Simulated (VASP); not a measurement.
# Hf (P6/mmm) in VASP: notebook, part 2 of 2

VASP 6.6.1. The steps go on from the part before.

## 4. Single point, PBE (strained)

INCAR reads:

```
PREC = Accurate
ENCUT = 520
EDIFF = 1E-7
ISMEAR = 0
SIGMA = 0.1
LREAL = False
LASPH = True
NELM = 100
ALGO = Fast
ISIF = 2
LWAVE = False
LCHARG = False
GGA = PE
NBANDS = 22
```

KPOINTS reads:

```
Automatic mesh
0
Gamma
  9 9 12
```

POSCAR reads:

```
Hf
1.0
    5.1331329269      0.0000000000      0.0000000000
   -2.5665664635      4.4454235156      0.0000000000
    0.0000000000      0.0000000000      3.0998733965
Hf
3
Direct
    0.6666666700      0.3333333300      0.5000000000
    0.3333333300      0.6666666700      0.5000000000
    0.0000000000      0.0000000000      0.0000000000
```

Potentials or basis: VASP PAW PBE potentials, release 64 (Hf_pv).

Started as:

```bash
$ cat potpaw_PBE.64/Hf_pv/POTCAR > POTCAR
$ mpirun -np 1 vasp_std > vasp.out
```

OUTCAR:

```text
PREC = Accurate
   ENCUT = 520
   EDIFF = 1E-7
   ISMEAR = 0
   LREAL = False
   LASPH = True
   NELM = 100
   ISIF = 2
   GGA = PE

 ion  position               nearest neighbor table
   1  0.667  0.333  0.500-   2 2.96   2 2.96   2 2.96   3 3.34   3 3.34   3 3.34   3 3.34   3 3.34
                             3 3.34
   2  0.333  0.667  0.500-   1 2.96   1 2.96   1 2.96   3 3.34   3 3.34   3 3.34   3 3.34   3 3.34
                             3 3.34
   3  0.000  0.000  0.000-   1 3.34   2 3.34   1 3.34   2 3.34   2 3.34   2 3.34   1 3.34   1 3.34
                             1 3.34   1 3.34   2 3.34   2 3.34

  LATTYP: Found a hexagonal cell.
 ALAT       =     5.1331329269
 C/A-ratio  =     0.6038950171

  Lattice vectors:

 A1 = (   5.1331329269,   0.0000000000,   0.0000000000)
 A2 = (  -2.5665664635,   4.4454235156,   0.0000000000)
 A3 = (   0.0000000000,   0.0000000000,   3.0998733965)

Analysis of symmetry for initial positions (statically):
=====================================================================
 Subroutine PRICEL returns:
 Original cell was already a primitive cell.

 Routine SETGRP: Setting up the symmetry group for a
 hexagonal supercell.

 Subroutine GETGRP returns: Found 24 space group operations
 (whereof 24 operations were pure point group operations)
 out of a pool of 24 trial point group operations.

The static configuration has the point symmetry D_6h.

Analysis of symmetry for dynamics (positions and initial velocities):
=====================================================================
 Subroutine PRICEL returns:
 Original cell was already a primitive cell.

 Routine SETGRP: Setting up the symmetry group for a
 hexagonal supercell.

 Subroutine GETGRP returns: Found 24 space group operations
 (whereof 24 operations were pure point group operations)
 out of a pool of 24 trial point group operations.

[... 113 lines left out ...]
   NELECT =      30.0000    total number of electrons
   NUPDOWN=      -1.0000    fix difference up-down
   EMIN   =  10.00;   EMAX   =-10.00  energy-range for DOS
   EFERMI =   0.00;   METHOD = LEGACY
   ISMEAR =     0;   SIGMA  =   0.10  broadening in eV -4-tet -1-fermi 0-gaus
   EFERMI_NEDOS =   21; number of points for ismear=-14 and -15
   IALGO  =     68    algorithm
   IMIX   =      4    mixing-type and parameters
     AMIX     =   0.40;   BMIX     =  1.00
     AMIX_MAG =   1.60;   BMIX_MAG =  1.00
  volume/ion in A,a.u.               =      23.58       159.12
  Fermi-wavevector in a.u.,A,eV,Ry     =   1.229991  2.324347 20.583964  1.512879
  Thomas-Fermi vector in A             =   2.364857
   LORBIT       =      0    0 simple, 1 ext, 2 COOP (PROOUT), +10 PAW based schemes
   GGA     = PE    functional components
   LHFCALC =     F    Hartree Fock is set to
   AEXX    =    0.0000 exact exchange contribution
   IVDW    =     0    specifies the selected vdW correction
   LEPSILON=     F    determine dielectric tensor
   LRPA    =     F    only Hartree local field effects (RPA)
 non-spin polarized calculation
 RMM-DIIS sequential band-by-band and
 Gauss-broadening in eV      SIGMA  =   0.10
  energy-cutoff  :      520.00
  volume of cell :       70.74
 maximum number of plane-waves:      1944
 NGX is ok and might be reduce to    40
   NGX = 19   NGY = 19   NGZ = 11

 number of electron      30.0000003 magnetization

 Free energy of the ion-electron system (eV)
  ---------------------------------------------------
  ext. energy  EPLUGINS =         0.00000000
  ---------------------------------------------------
  free energy    TOTEN  =       -29.55547633 eV

  energy without entropy =      -29.54484621  energy(sigma->0) =      -29.55016127

 E-fermi :   4.3381     XC(G=0): -11.0469

 val. band max:        4.3249489784   @ k =   0.4444   0.1111   0.4167
 cond. band min:       4.3527290648   @ k =   0.3333   0.2222   0.4167
 fundamental gap:      0.0277800864
 Fermi energy:         4.3380611713

 k-point     1 :       0.0000    0.0000    0.0000
  band No.  band energies     occupation
      1     -26.4746      2.00000
      2     -26.4746      2.00000
      3     -26.3521      2.00000
      4     -26.3521      2.00000
      5     -26.0879      2.00000
      6     -25.8785      2.00000
[... 589 lines left out ...]
     21       7.1584      0.00000
     22       8.7560      0.00000

 [... further k-points ...]
[... 5 lines left out ...]
  --------------------------------------------------------------------------------------
  -------------------------------------------------------------------------------------
  Total       -3.2006881     -3.2006881     -1.1384920      0.0000000      0.0000000      0.0000000
  in kB      -72.4960461    -72.4960461    -25.7870073      0.0000000      0.0000000      0.0000000
  external PRESSURE =     -56.9263665 kB  Pullay stress =       0.0000000 kB

 VOLUME and BASIS-vectors are now :
 -----------------------------------------------------------------------------
  energy-cutoff  :      520.00
  volume of cell :       70.74
      direct lattice vectors                 reciprocal lattice vectors
     5.133132927  0.000000000  0.000000000     0.194812800  0.112475223  0.000000000
    -2.566566464  4.445423516  0.000000000     0.000000000  0.224950445  0.000000000
     0.000000000  0.000000000  3.099873397     0.000000000  0.000000000  0.322593820

 POSITION                                       TOTAL-FORCE (eV/Angst)
 -----------------------------------------------------------------------------------
      2.56657      1.48181      1.54994         0.000000      0.000000      0.000000
     -0.00000      2.96362      1.54994        -0.000000      0.000000     -0.000000
      0.00000      0.00000      0.00000         0.000000      0.000000      0.000000
 -----------------------------------------------------------------------------------
    total drift:                                0.000000     -0.000000      0.000000

  FREE ENERGIE OF THE ION-ELECTRON SYSTEM (eV)
  ---------------------------------------------------
  free  energy   TOTEN  =       -29.5554763289 eV

  energy  without entropy=      -29.5448462068  energy(sigma->0) =      -29.55016127
```

OSZICAR:

```text
N       E                     dE             d eps       ncg     rms          rms(c)
DAV:   1     0.935517633016E+02    0.93552E+02   -0.16518E+04  3728   0.128E+03
DAV:   2    -0.252873440759E+02   -0.11884E+03   -0.11261E+03  4234   0.294E+02
DAV:   3    -0.306831891708E+02   -0.53958E+01   -0.50922E+01  5086   0.380E+01
DAV:   4    -0.307827834692E+02   -0.99594E-01   -0.99349E-01  4416   0.515E+00
[... 10 lines left out ...]
RMM:  15    -0.295554764417E+02    0.66984E-07   -0.30761E-06  4916   0.694E-03    0.655E-03
RMM:  16    -0.295554765804E+02   -0.13863E-06   -0.40033E-07  4093   0.250E-03    0.750E-03
RMM:  17    -0.295554764521E+02    0.12832E-06   -0.86425E-08  3249   0.123E-03    0.517E-03
RMM:  18    -0.295554763338E+02    0.11828E-06   -0.14141E-07  3156   0.182E-03    0.137E-03
RMM:  19    -0.295554763289E+02    0.49231E-08   -0.32707E-08  2738   0.931E-04
   1 F= -.29555476E+02 E0= -.29550161E+02  d E =-.106301E-01
```

Wall time 6 min (1 thread of AMD EPYC 7R13, shared host); peak memory 0.22 GiB.

What came out:

```
Free energy            : -29.5555 eV
Pressure               : -5.7 GPa
Band gap on the k mesh : zero (bands 15 and 16 overlap by 0.82 eV)
```

Caveat: the cell differs from its parent crystal (strained); the cell stands under tension; spin-orbit coupling is left out, which moves the levels of the heavy elements.

## 5. Single point, LDA (strained)

INCAR reads:

```
  ALGO = Fast
  EDIFF = 1E-7
  ENCUT = 520
  GGA = CA
  ISIF = 2
  ISMEAR = 0
  LASPH = T
  LCHARG = T
  LELF = T
  LREAL = F
  LVHAR = T
  LWAVE = F
  NBANDS = 22
  NELM = 80
  PREC = Accurate
  SIGMA = 0.1
```

KPOINTS reads:

```
k-points
0
Gamma
  12 12 14
```

POSCAR reads:

```
Hf
1.0
    4.9089845014      0.0000000000      0.0000000000
   -2.4544922507      4.2513052849      0.0000000000
    0.0000000000      0.0000000000      3.0993487371
Hf
3
Direct
    0.6666666700      0.3333333300      0.5000000000
    0.3333333300      0.6666666700      0.5000000000
    0.0000000000      0.0000000000      0.0000000000
```

Potentials or basis: VASP PAW LDA potentials, release 64 (Hf_pv).

Started as:

```bash
$ cat potpaw_LDA.64/Hf_pv/POTCAR > POTCAR
$ mpirun -np 1 vasp_std > vasp.out
```

Run time: 8.6 min. Hardware: 1 thread of AMD EPYC 7R13, shared host; peak memory 0.26 GiB.

Results (log left out):

```
Free energy            : -31.9717 eV
Pressure               : -5.0 GPa
Band gap on the k mesh : zero (bands 15 and 16 overlap by 0.99 eV)
```

Stress tensor (GPa, compression positive):
```
-4.35  0.00  0.00
 0.00 -4.35  0.00
 0.00  0.00 -6.38
```

Levels at points of the mesh, in eV from the Fermi level:
```csv
k point,band 12,band 13,band 14,band 15,band 16,band 17,band 18,band 19
"(0.00, 0.00, 0.00)",-0.57,-0.57,-0.55,-0.51,-0.51,1.17,2.13,2.13
"(0.50, 0.00, 0.00)",-3.59,-0.51,-0.44,-0.37,0.19,0.92,1.35,1.38
"(0.00, 0.00, 0.50)",-2.62,-2.17,-1.95,-1.95,1.47,1.47,2.02,2.02
"(0.50, 0.00, 0.50)",-2.03,-1.47,-0.87,-0.63,0.54,0.64,1.06,1.69
```

Caveat: the cell differs from its parent crystal (strained); the cell stands under tension; spin-orbit coupling is left out, which moves the levels of the heavy elements.

## 6. Overview

| task | level | potentials or basis | cell | k mesh | cutoff (eV) | gap on the mesh (eV) | pressure (GPa) |
| --- | --- | --- | --- | --- | --- | --- | --- |
| single point | PBE | VASP PAW PBE potentials, release 64 (Hf_pv) | a = 4.994, b = 4.994, c = 3.099 Å, angles 90.0, 90.0, 120.0°, 3 atoms | 12 × 12 × 14 | 520 | none | -0.5 |
| relaxation of cell and atoms | PBE | VASP PAW PBE potentials, release 64 (Hf_pv) | relaxed from a = 4.962, b = 4.962, c = 3.086 Å, angles 90.0, 90.0, 120.0°, 3 atoms | 12 × 12 × 14 | 600 | none | 0.0 |
| single point | PBE | VASP PAW PBE potentials, release 64 (Hf_pv) | a = 5.133, b = 5.133, c = 3.100 Å, angles 90.0, 90.0, 120.0°, 3 atoms | 9 × 9 × 12 | 520 | none | -5.7 |
| single point | LDA | VASP PAW LDA potentials, release 64 (Hf_pv) | a = 4.909, b = 4.909, c = 3.099 Å, angles 90.0, 90.0, 120.0°, 3 atoms | 12 × 12 × 14 | 520 | none | -5.0 |

Alike in all rows: no spin polarisation; smearing gaussian 0.1 eV.

Caveats: spin-orbit coupling is left out, which moves the levels of the heavy elements; the cell stands under tension (at least some runs).

Total energies depend on the potentials used, so only differences within one code and one set of settings carry meaning.
